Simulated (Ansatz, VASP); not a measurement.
**One calculation of C, two programs**

```
C
1.0
     1.21093   -2.21238    0.00000
     1.21093    2.21238    0.00000
     0.00000    0.00000    9.01818
C
4
Direct
  0.08333 0.91667 0.75030
  0.58333 0.41667 0.24970
  0.91667 0.08333 0.24970
  0.41667 0.58333 0.75030
```

Change from the starting cell: volume 12.080 Å^3 an atom, stretch along a over the lengths across it, relative to the relaxed cell 0.9480.

Alike in both runs: task single point; functional PBE; k mesh 21 × 21 × 6; occupations gaussian, width 0.15 eV; no spin polarisation.

|  | VASP | Ansatz |
| --- | --- | --- |
| version | VASP 6.6.1 | Ansatz 0.2.0 |
| potentials or method | VASP PAW PBE potentials, release 64 (C), cutoff 520 eV | scalar-relativistic, plane waves, PAW |
| valence electrons in the cell | 16 | 16 |

Ansatz gave:

```
gap on the k mesh at the Fermi level (eV)                     : 0.56
least direct gap on the mesh (eV)                             : 0.56
pressure (GPa)                                                : -4.5
traceless stress, the component that is largest in VASP (GPa) : -19.35
rms of the force components (eV/Å)                            : 0.229
```

Q: Which values does VASP return?

A: gap on the k mesh at the Fermi level (eV): 0.56; least direct gap on the mesh (eV): 0.56; pressure (GPa): -4.2; traceless stress, the component that is largest in VASP (GPa): -19.21; rms of the force components (eV/Å): 0.236.

Atom by atom the forces differ by 0.007 eV/Å (rms over components).
